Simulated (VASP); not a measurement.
Write the native input for VASP 6.6.1 that does the following.

- Task: relaxation of cell and atoms
- Functional: PBE
- Dispersion: D3(BJ)
- Potentials or basis: VASP PAW PBE potentials, release 64 (B, N)
- Cutoff: 600 eV
- k mesh: 9 × 9 × 9
- Occupations: methfessel-paxton, width 0.02 eV
- Spin: no spin polarisation
- Dipole correction: no
- Further INCAR settings: ALGO = Normal; EDIFF = 1e-06; IBRION = 2; EDIFFG = -0.05; NSW = 80; ISIF = 3

The structure of BN (Qingsongite) lies in POSCAR:

```
BN
1.0
    2.5561910000      0.0000000000      0.0000000000
    1.2780955000      2.2137263429      0.0000000000
    1.2780955000      0.7379087810      2.0871212117
B N
1 1
Direct
    0.0000000000      0.0000000000      0.0000000000
    0.2500000000      0.2500000000      0.2500000000
```

The input as run:

INCAR

```
PREC     = Accurate       # precision mode
ENCUT    = 600            # plane-wave cutoff, eV
EDIFF    = 1E-6           # SCF threshold, eV
ISMEAR   = 1              # smearing method
SIGMA    = 0.02           # smearing width, eV
LREAL    = False          # projectors in reciprocal space
LASPH    = True           # aspherical terms in the spheres
NELM     = 60             # most SCF steps
ALGO     = Normal         # electronic algorithm
ISIF     = 3              # what is computed and relaxed
LWAVE    = False          # write WAVECAR
LCHARG   = False          # write CHGCAR
GGA      = PE             # functional
IVDW     = 12             # dispersion correction
IBRION   = 2              # ionic algorithm
NSW      = 80             # ionic steps
EDIFFG   = -0.05          # ionic threshold
```

KPOINTS

```
regular mesh
0
Gamma
  9 9 9
```

Potentials or basis: VASP PAW PBE potentials, release 64 (B, N).

The run is started by

```sh
$ cat potpaw_PBE.64/B/POTCAR potpaw_PBE.64/N/POTCAR > POTCAR
$ mpirun -np 1 vasp_std > vasp.out
```

Results of the run:

```yaml
Relaxed_volume: 5.86 Å³/atom
Relaxed_cell: a = 2.550 Å, b = 2.550 Å, c = 2.550 Å, α = 60.00°, β = 60.00°, γ = 60.00°
Space_group_after_relaxing_to_0.05_Å: F-43m (No. 216)
Energy_gained_by_relaxing: 0.4 meV/atom
Ionic_steps: 3
Pressure_after_relaxing: 0.0 GPa
Band_gap_on_the_k_mesh: 4.62 eV, indirect (least direct gap 8.85 eV)
Dispersion_energy_per_atom: -0.211 eV
```

It took 6.7 s on 1 thread of Intel(R) Xeon(R) Platinum 8259CL CPU @ 2.50GHz (Skylake/Cascade Lake), with other jobs on the host, peak memory 0.13 GiB.
